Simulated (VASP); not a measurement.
Runs of VASP 6.6.1 on SnSe. The structure is that of space group I4/mmm (No. 139), or close to it. The cells are those of the table. 

| cell | gap on the mesh (eV) | pressure (GPa) |
| --- | --- | --- |
| a = 4.370, b = 4.370, c = 3.956 Å, angles 63.1, 63.1, 53.8°, 2 atoms | none | (b) |
| a = 4.467, b = 4.467, c = 3.852 Å, angles 64.5, 64.5, 51.1°, 2 atoms | none | (a) |
| a = 4.587, b = 4.587, c = 3.746 Å, angles 65.9, 65.9, 48.2°, 2 atoms | none | 12.6 |
| a = 4.096, b = 4.096, c = 4.567 Å, angles 56.1, 56.1, 67.8°, 2 atoms | none | 8.1 |
| a = 4.281, b = 4.281, c = 4.073 Å, angles 61.6, 61.6, 56.8°, 2 atoms | 0.04 | 1.4 |

Alike in all rows: task single point; level PBEsol; potentials or basis VASP PAW PBE potentials, release 64 (Sn_d, Se); no spin polarisation; k mesh 10 × 10 × 10; cutoff (eV) 520; smearing gaussian 0.05 eV.

Q: Estimate the missing entries.

A: (a) 7.9; (b) 4.3.

Caveats: the PAW data sets were made with another functional, which shifts forces and pressure a little; spin-orbit coupling is left out, which moves the levels of the heavy elements; semilocal functionals underestimate gaps, and a narrow one can read as zero (at least some runs); the stress differs along the axes, from -7 to 10 GPa (at least some runs); the stress differs along the axes, from -6 to 15 GPa (at least some runs); the stress differs along the axes, from -5 to 21 GPa (at least some runs); the stress differs along the axes, from -5 to 34 GPa (at least some runs).

A k mesh can miss the band edges, and the runs leave out spin-orbit coupling on Se, Sn.

A gap of «none» marks levels without a gap at the run's occupations.
